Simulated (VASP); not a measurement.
# P (P-4m2) in VASP: a series of runs, part 2 of 2

VASP 6.6.1.

## 3. Single point, PBE

This run uses another cell than the first one, of 35.85 Å³/atom.

Input file INCAR:

```
SYSTEM = P
  ALGO = Normal
  EDIFF = 1E-6
  ENCUT = 500
  GGA = PE
  GGA_COMPAT = .FALSE.
  ISIF = 2
  ISMEAR = 0
  LASPH = .TRUE.
  LCHARG = .FALSE.
  LREAL = .FALSE.
  LWAVE = .FALSE.
  NBANDS = 20
  NELM = 120
  PREC = Accurate
  SIGMA = 0.1
```

Input file KPOINTS:

```
k-points
0
G
  8 8 8
  0 0 0
```

Input file POSCAR:

```
P
1.0
    5.5534653875      0.0000000000      0.0000000000
    0.0000000000      5.5534653875      0.0000000000
    0.0000000000      0.0000000000      5.8117761859
P
5
Direct
    0.0000000000      0.2077945864      0.6394720801
    0.2077945864      0.0000000000      0.3605279199
    0.7922054136      0.0000000000      0.3605279199
    0.0000000000      0.7922054136      0.6394720801
    0.0000000000      0.0000000000      0.0000000000
```

Potentials or basis: VASP PAW PBE potentials, release 64 (P).

On the command line:

```bash
cat potpaw_PBE.64/P/POTCAR > POTCAR
mpirun -np 1 vasp_std > vasp.out
```

OUTCAR:

```text
SYSTEM = P
   EDIFF = 1E-6
   ENCUT = 500
   GGA = PE
   ISIF = 2
   ISMEAR = 0
   LASPH = .TRUE.
   LREAL = .FALSE.
   NELM = 120
   PREC = Accurate

 ion  position               nearest neighbor table
   1  0.000  0.208  0.639-   2 2.30   3 2.30   4 2.31   5 2.39
   2  0.208  0.000  0.361-   1 2.30   4 2.30   3 2.31   5 2.39
   3  0.792  0.000  0.361-   1 2.30   4 2.30   2 2.31   5 2.39
   4  0.000  0.792  0.639-   2 2.30   3 2.30   1 2.31   5 2.39
   5  0.000  0.000  0.000-   1 2.39   2 2.39   3 2.39   4 2.39

  LATTYP: Found a simple tetragonal cell.
 ALAT       =     5.5534653875
 C/A-ratio  =     1.0465134435

  Lattice vectors:

 A1 = (   5.5534653875,   0.0000000000,   0.0000000000)
 A2 = (   0.0000000000,   5.5534653875,   0.0000000000)
 A3 = (   0.0000000000,   0.0000000000,   5.8117761859)

Analysis of symmetry for initial positions (statically):
=====================================================================
 Subroutine PRICEL returns:
 Original cell was already a primitive cell.

 Routine SETGRP: Setting up the symmetry group for a
 simple tetragonal supercell.

 Subroutine GETGRP returns: Found  8 space group operations
 (whereof  8 operations were pure point group operations)
 out of a pool of 16 trial point group operations.

The static configuration has the point symmetry D_2d.

Analysis of symmetry for dynamics (positions and initial velocities):
=====================================================================
 Subroutine PRICEL returns:
 Original cell was already a primitive cell.

 Routine SETGRP: Setting up the symmetry group for a
 simple tetragonal supercell.

 Subroutine GETGRP returns: Found  8 space group operations
 (whereof  8 operations were pure point group operations)
 out of a pool of 16 trial point group operations.

The dynamic configuration has the point symmetry D_2d.

 Subroutine INISYM returns: Found  8 space group operations
 (whereof  8 operations are pure point group operations),
 and found     1 'primitive' translations

----------------------------------------------------------------------------------------

                                     Primitive cell

  volume of cell :     179.2409

  direct lattice vectors                    reciprocal lattice vectors
     5.553465388  0.000000000  0.000000000     0.180067747  0.000000000  0.000000000
     0.000000000  5.553465388  0.000000000     0.000000000  0.180067747  0.000000000
     0.000000000  0.000000000  5.811776186     0.000000000  0.000000000  0.172064437

  length of vectors
     5.553465388  5.553465388  5.811776186     0.180067747  0.180067747  0.172064437

  position of ions in fractional coordinates (direct lattice)
     0.000000000  0.207794586  0.639472080
     0.207794586  0.000000000  0.360527920
     0.792205414  0.000000000  0.360527920
     0.000000000  0.792205414  0.639472080
     0.000000000  0.000000000  0.000000000

  ion indices of the primitive-cell ions
   primitive index   ion index
                 1           1
                 2           2
                 3           3
                 4           4
                 5           5

----------------------------------------------------------------------------------------

 KPOINTS: k-points

Automatic generation of k-mesh.
 Grid dimensions read from file:
 generate k-points for:    8    8    8

 Generating k-lattice:

  Cartesian coordinates                     Fractional coordinates (reciprocal lattice)
     0.022508468  0.000000000  0.000000000     0.125000000  0.000000000  0.000000000
     0.000000000  0.022508468  0.000000000     0.000000000  0.125000000  0.000000000
     0.000000000  0.000000000  0.021508055     0.000000000  0.000000000  0.125000000

  Length of vectors
     0.022508468  0.022508468  0.021508055

  Shift w.r.t. Gamma in fractional coordinates (k-lattice)
     0.000000000  0.000000000  0.000000000

 Subroutine IBZKPT returns following result:
 ===========================================

 Found     75 irreducible k-points:

 Following reciprocal coordinates:
            Coordinates               Weight
  0.000000  0.000000  0.000000      1.000000
  0.125000  0.000000  0.000000      4.000000
  0.250000  0.000000  0.000000      4.000000
  0.375000  0.000000  0.000000      4.000000
  0.500000  0.000000  0.000000      2.000000
  0.125000  0.125000  0.000000      4.000000
[... 16 lines left out ...]
  0.375000  0.125000  0.125000     16.000000
  0.500000  0.125000  0.125000      8.000000
 [... further k-points ...]
   k-points           NKPTS =     75   k-points in BZ     NKDIM =     75   number of bands    NBANDS=     20
   number of dos      NEDOS =    301   number of ions     NIONS =      5
   total plane-waves  NPLWV =  74088
   dimension x,y,z NGX =    42 NGY =   42 NGZ =   42
   dimension x,y,z NGXF=    84 NGYF=   84 NGZF=   84
   ions per type =               5
   NGX,Y,Z   is equivalent  to a cutoff of  12.57, 12.57, 12.01 a.u.
   NGXF,Y,Z  is equivalent  to a cutoff of  25.15, 25.15, 24.03 a.u.
 SYSTEM =  P
   PREC   = accura    normal or accurate (medium, high low for compatibility)
   ISTART =      0    job   : 0-new  1-cont  2-samecut
   ICHARG =      2    charge: 1-file 2-atom 10-const
   ISPIN  =      1    spin polarized calculation?
   LNONCOLLINEAR =      F non collinear calculations
   LSORBIT =      F    spin-orbit coupling
   LASPH  =      T    aspherical Exc in radial PAW
   ENCUT  =  500.0 eV  36.75 Ry    6.06 a.u.  10.13 10.13 10.60*2*pi/ulx,y,z
   NELM   =    120;   NELMIN=  2; NELMDL= -5     # of ELM steps
   EDIFF  = 0.1E-05   stopping-criterion for ELM
   LREAL  =      F    real-space projection
[... 7 lines left out ...]
   TEBEG  =    0.0;   TEEND  =   0.0 temperature during run
   PSTRESS=    0.0 pullay stress
   NELECT =      25.0000    total number of electrons
   NUPDOWN=      -1.0000    fix difference up-down
   EMIN   =  10.00;   EMAX   =-10.00  energy-range for DOS
   EFERMI =   0.00;   METHOD = LEGACY
   ISMEAR =     0;   SIGMA  =   0.10  broadening in eV -4-tet -1-fermi 0-gaus
   EFERMI_NEDOS =   21; number of points for ismear=-14 and -15
   IALGO  =     38    algorithm
   IMIX   =      4    mixing-type and parameters
     AMIX     =   0.40;   BMIX     =  1.00
     AMIX_MAG =   1.60;   BMIX_MAG =  1.00
  volume/ion in A,a.u.               =      35.85       241.92
  Fermi-wavevector in a.u.,A,eV,Ry     =   0.849003  1.604383  9.807159  0.720806
  Thomas-Fermi vector in A             =   1.964755
   LORBIT       =      0    0 simple, 1 ext, 2 COOP (PROOUT), +10 PAW based schemes
   GGA     = PE    functional components
   LHFCALC =     F    Hartree Fock is set to
   AEXX    =    0.0000 exact exchange contribution
   IVDW    =     0    specifies the selected vdW correction
   LEPSILON=     F    determine dielectric tensor
   LRPA    =     F    only Hartree local field effects (RPA)
 non-spin polarized calculation
 Gauss-broadening in eV      SIGMA  =   0.10
  energy-cutoff  :      500.00
  volume of cell :      179.24
 maximum number of plane-waves:      4572
 NGX is ok and might be reduce to    42
   NGX = 21   NGY = 21   NGZ = 21

 number of electron      25.0000000 magnetization

 Free energy of the ion-electron system (eV)
  ---------------------------------------------------
  ext. energy  EPLUGINS =         0.00000000
  ---------------------------------------------------
  free energy    TOTEN  =       -24.28165811 eV

  energy without entropy =      -24.27554198  energy(sigma->0) =      -24.27860004

 E-fermi :   1.4433     XC(G=0):  -6.5283

 val. band max:        1.4303006061   @ k =   0.3750   0.2500   0.3750
 cond. band min:       1.4447743309   @ k =   0.5000   0.2500   0.3750
 fundamental gap:      0.0144737248
 Fermi energy:         1.4432913519

 k-point     1 :       0.0000    0.0000    0.0000
  band No.  band energies     occupation
      1     -14.3751      2.00000
      2      -9.4802      2.00000
      3      -9.0126      2.00000
      4      -7.9002      2.00000
      5      -7.9002      2.00000
      6      -3.8534      2.00000
[... 12 lines left out ...]
     19       5.2140      0.00000
[... 513 lines left out ...]
      4      -8.1961      2.00000
      5      -7.9577      2.00000
      6      -3.4516      2.00000
[... 12 lines left out ...]
     19       4.9166      0.00000
     20       6.1853      0.00000

 [... further k-points ...]

------------------------ aborting loop because EDIFF is reached ----------------------------------------

  FORCE on cell =-STRESS in cart. coord.  units (eV):
  Direction    XX          YY          ZZ          XY          YZ          ZX
  --------------------------------------------------------------------------------------
  -------------------------------------------------------------------------------------
  Total       -0.1603979     -0.1603979     -0.1733823      0.0000000      0.0000000      0.0000000
  in kB       -1.4337463     -1.4337463     -1.5498091      0.0000000      0.0000000      0.0000000
  external PRESSURE =      -1.4724339 kB  Pullay stress =       0.0000000 kB

 VOLUME and BASIS-vectors are now :
 -----------------------------------------------------------------------------
  energy-cutoff  :      500.00
  volume of cell :      179.24
      direct lattice vectors                 reciprocal lattice vectors
     5.553465388  0.000000000  0.000000000     0.180067747  0.000000000  0.000000000
     0.000000000  5.553465388  0.000000000     0.000000000  0.180067747  0.000000000
     0.000000000  0.000000000  5.811776186     0.000000000  0.000000000  0.172064437

 POSITION                                       TOTAL-FORCE (eV/Angst)
 -----------------------------------------------------------------------------------
      0.00000      1.15398      3.71647         0.000000     -0.077941     -0.039422
      1.15398      0.00000      2.09531        -0.077941      0.000000      0.039422
      4.39949      0.00000      2.09531         0.077941      0.000000      0.039422
      0.00000      4.39949      3.71647         0.000000      0.077941     -0.039422
      0.00000      0.00000      0.00000         0.000000      0.000000     -0.000000
 -----------------------------------------------------------------------------------
    total drift:                               -0.000000     -0.000000     -0.000000

  FREE ENERGIE OF THE ION-ELECTRON SYSTEM (eV)
  ---------------------------------------------------
  free  energy   TOTEN  =       -24.2816581056 eV

  energy  without entropy=      -24.2755419821  energy(sigma->0) =      -24.27860004
```

stdout:

```text
POSCAR found type information on POSCAR P
 POSCAR found :  1 types and       5 ions
 scaLAPACK will be used
 LDA part: xc-table for (Slater+PW92), standard interpolation
 POSCAR, INCAR and KPOINTS ok, starting setup
 FFT: planning ... GRIDC
 FFT: planning ... GRID_SOFT
 FFT: planning ... GRID
 WAVECAR not read
 entering main loop
```

It took 2.5 min on 1 thread of Intel Xeon Platinum 8488C (Sapphire Rapids), shared host; peak memory 0.35 GiB.

Results:

| Quantity | Value |
| --- | --- |
| Free energy | -24.2817 eV |
| Pressure | -0.1 GPa |
| Largest force | 0.087 eV/Å |
| Band gap on the k mesh | zero (an odd number of electrons rules out a gap without spin polarisation) |

Forces in eV/Å, atoms in the order of the input:
```
P    0.000 -0.078 -0.039
P   -0.078  0.000  0.039
P    0.078  0.000  0.039
P    0.000  0.078 -0.039
P    0.000  0.000  0.000
```

Caveat: this functional lacks dispersion, which binds layers or chains, so the pressure and a relaxed spacing across them are unreliable; an odd number of electrons without spin polarisation forces a metal; a magnetic or distorted state may lie lower.

## 4. Relaxation of cell and atoms, PBE

This run uses another cell than the first one, of 35.58 Å³/atom.

Input file INCAR:

```
SYSTEM = P
PREC     = Accurate       ! precision mode
ENCUT    = 500            ! plane-wave cutoff, eV
EDIFF    = 1E-7           ! SCF threshold, eV
ISMEAR   = 0              ! smearing method
SIGMA    = 0.1            ! smearing width, eV
LREAL    = .FALSE.        ! projectors in reciprocal space
LASPH    = .TRUE.         ! aspherical terms in the spheres
NELM     = 120            ! most SCF steps
ALGO     = Normal         ! electronic algorithm
ISIF     = 3              ! what is computed and relaxed
LWAVE    = .FALSE.        ! write WAVECAR
LCHARG   = .FALSE.        ! write CHGCAR
GGA      = PE             ! functional
IBRION   = 2              ! ionic algorithm
NSW      = 100            ! ionic steps
EDIFFG   = -0.01          ! ionic threshold
GGA_COMPAT= .FALSE.      
NELMIN   = 4
```

Input file KPOINTS:

```
regular mesh
0
G
  8 8 8
  0 0 0
```

Input file POSCAR:

```
P
1.0
    5.6075107492      0.0000000000      0.0000000000
    0.0000000000      5.6075107492      0.0000000000
    0.0000000000      0.0000000000      5.6573510899
P
5
Direct
    0.0000000000      0.2103497098      0.6402796972
    0.2103497098      0.0000000000      0.3597203028
    0.7896502902      0.0000000000      0.3597203028
    0.0000000000      0.7896502902      0.6402796972
    0.0000000000      0.0000000000      0.0000000000
```

Potentials or basis: VASP PAW PBE potentials, release 64 (P).

On the command line:

```bash
cat potpaw_PBE.64/P/POTCAR > POTCAR
mpirun -np 1 vasp_std > vasp.out
```

OUTCAR:

```text
SYSTEM = P
   PREC = Accurate
   ENCUT = 500
   EDIFF = 1E-7
   ISMEAR = 0
   LREAL = .FALSE.
   LASPH = .TRUE.
   NELM = 120
   ISIF = 3
   GGA = PE
   IBRION = 2
   NSW = 100
   EDIFFG = -0.01
   NELMIN = 4

 ion  position               nearest neighbor table
   1  0.000  0.210  0.640-   2 2.30   3 2.30   5 2.35   4 2.36
   2  0.210  0.000  0.360-   1 2.30   4 2.30   5 2.35   3 2.36
   3  0.790  0.000  0.360-   1 2.30   4 2.30   5 2.35   2 2.36
   4  0.000  0.790  0.640-   2 2.30   3 2.30   5 2.35   1 2.36
   5  0.000  0.000  0.000-   1 2.35   2 2.35   3 2.35   4 2.35

  LATTYP: Found a simple tetragonal cell.
 ALAT       =     5.6075107492
 C/A-ratio  =     1.0088881400

  Lattice vectors:

 A1 = (   5.6075107492,   0.0000000000,   0.0000000000)
 A2 = (   0.0000000000,   5.6075107492,   0.0000000000)
 A3 = (   0.0000000000,   0.0000000000,   5.6573510899)

Analysis of symmetry for initial positions (statically):
=====================================================================
 Subroutine PRICEL returns:
 Original cell was already a primitive cell.
[... 184 lines left out ...]
  --------------------------------------------------------------------------------------
  -------------------------------------------------------------------------------------
  Total       -1.0171951     -1.0171951      3.6171901      0.0000000      0.0000000      0.0000000
  in kB       -9.1613920     -9.1613920     32.5783104      0.0000000      0.0000000      0.0000000
  external PRESSURE =       4.7518421 kB  Pullay stress =       0.0000000 kB
[... 221 lines left out ...]
--------------------------------------- Ionic step        7  -------------------------------------------

 number of electron      25.0000000 magnetization

 Free energy of the ion-electron system (eV)
  ---------------------------------------------------
  ext. energy  EPLUGINS =         0.00000000
  ---------------------------------------------------
  free energy    TOTEN  =       -24.28214211 eV

  energy without entropy =      -24.27586222  energy(sigma->0) =      -24.27900217

 E-fermi :   1.4417     XC(G=0):  -6.5212

 val. band max:        1.4287097584   @ k =   0.3750   0.2500   0.3750
 cond. band min:       1.4427173453   @ k =   0.5000   0.2500   0.3750
 fundamental gap:      0.0140075869
 Fermi energy:         1.4416834251

 k-point     1 :       0.0000    0.0000    0.0000
  band No.  band energies     occupation
      1     -14.4296      2.00000
      2      -9.4853      2.00000
      3      -9.0241      2.00000
      4      -7.9223      2.00000
      5      -7.9223      2.00000
      6      -3.8606      2.00000
[... 433 lines left out ...]
      3      -8.5123      2.00000
      4      -8.2071      2.00000
      5      -7.9781      2.00000
      6      -3.4572      2.00000
[... 8 lines left out ...]
     15       3.2227      0.00000
     16       3.6625      0.00000

 [... further k-points ...]

------------------------ aborting loop because EDIFF is reached ----------------------------------------

  FORCE on cell =-STRESS in cart. coord.  units (eV):
  Direction    XX          YY          ZZ          XY          YZ          ZX
  --------------------------------------------------------------------------------------
  -------------------------------------------------------------------------------------
  Total        0.0012265      0.0012265      0.0165611      0.0000000      0.0000000      0.0000000
  in kB        0.0109538      0.0109538      0.1479024      0.0000000      0.0000000      0.0000000
  external PRESSURE =       0.0566033 kB  Pullay stress =       0.0000000 kB
[... 20 lines left out ...]
  FREE ENERGIE OF THE ION-ELECTRON SYSTEM (eV)
  ---------------------------------------------------
  free  energy   TOTEN  =       -24.2821421127 eV

  energy  without entropy=      -24.2758622179  energy(sigma->0) =      -24.27900217

 reached required accuracy - stopping structural energy minimisation
```

It took 9.4 min on 1 thread of Intel Xeon Platinum 8488C (Sapphire Rapids), shared host; peak memory 0.35 GiB.

What came out:

| Property | Result |
| --- | --- |
| Free energy | -24.2821 eV |
| Relaxed volume | 35.88 Å³/atom |
| Relaxed cell | a = 5.557 Å, b = 5.557 Å, c = 5.811 Å, α = 90.00°, β = 90.00°, γ = 90.00° |
| Space group after relaxing (to 0.1 Å) | P-4m2 (No. 115) |
| Energy gained by relaxing | 14.7 meV/atom |
| Ionic steps | 7 |
| Pressure after relaxing | 0.0 GPa |
| Largest force after relaxing | 0.009 eV/Å |
| Band gap on the k mesh | zero (an odd number of electrons rules out a gap without spin polarisation) |

Forces in eV/Å, atoms in the order of the input:
```
P    0.000 -0.004  0.008
P   -0.004  0.000 -0.008
P    0.004  0.000 -0.008
P    0.000  0.004  0.008
P    0.000  0.000  0.000
```

Step by step:
```
step  energy change (eV)  largest force (eV/Å)  pressure (GPa)  volume (Å³)
   1              0.0000                0.4157            0.48       177.89
   2             -0.0705                0.0532           -0.30       180.50
   3             -0.0726                0.0892           -0.26       180.15
   4             -0.0727                0.1003           -0.25       180.07
   5             -0.0727                0.1066           -0.24       180.03
   6             -0.0726                0.1158            0.27       178.74
   7             -0.0737                0.0089            0.01       179.40
```

Final structure:
```cif
data_structure
_symmetry_space_group_name_H-M 'P 1'
_symmetry_Int_Tables_number 1
_cell_length_a 5.5565
_cell_length_b 5.5565
_cell_length_c 5.8105
_cell_angle_alpha 90.000
_cell_angle_beta 90.000
_cell_angle_gamma 90.000
_cell_volume 179.40
loop_
_atom_site_label
_atom_site_type_symbol
_atom_site_fract_x
_atom_site_fract_y
_atom_site_fract_z
_atom_site_occupancy
P1 P 0.00000 0.20727 0.63895 1
P2 P 0.20727 0.00000 0.36105 1
P3 P 0.79273 0.00000 0.36105 1
P4 P 0.00000 0.79273 0.63895 1
P5 P 0.00000 0.00000 0.00000 1
```

Caveat: this functional lacks dispersion, which binds layers or chains, so the pressure and a relaxed spacing across them are unreliable; an odd number of electrons without spin polarisation forces a metal; a magnetic or distorted state may lie lower.

## 5. Summary

```tsv
task	cell	k mesh	gap on the mesh (eV)	pressure (GPa)	relaxed volume (Å³/atom)	largest force (eV/Å)
relaxation of cell and atoms	relaxed from a = 4.794, b = 4.794, c = 4.452 Å, 5 atoms, atomic positions A	4 × 4 × 4	none	0.0	26.84	0.02
single point	a = 5.553, b = 5.553, c = 5.812 Å, 5 atoms, atomic positions B	8 × 8 × 8	none	-0.1	-	0.09
relaxation of cell and atoms	relaxed from a = 5.608, b = 5.608, c = 5.657 Å, 5 atoms, atomic positions C	8 × 8 × 8	none	0.0	35.88	0.01
```

Alike in all rows: level PBE; potentials or basis VASP PAW PBE potentials, release 64 (P); no spin polarisation; cutoff (eV) 500; smearing gaussian 0.1 eV.

Caveats: an odd number of electrons without spin polarisation forces a metal; a magnetic or distorted state may lie lower; this functional lacks dispersion, which binds layers or chains, so the pressure and a relaxed spacing across them are unreliable (at least some runs); the volume moved by over 15 % at a fixed basis, so the end points are rough (at least some runs).

Absolute energies hang on the potentials; compare differences alone.

The gap in the log of VASP goes by the Fermi energy; the results here count the filled bands.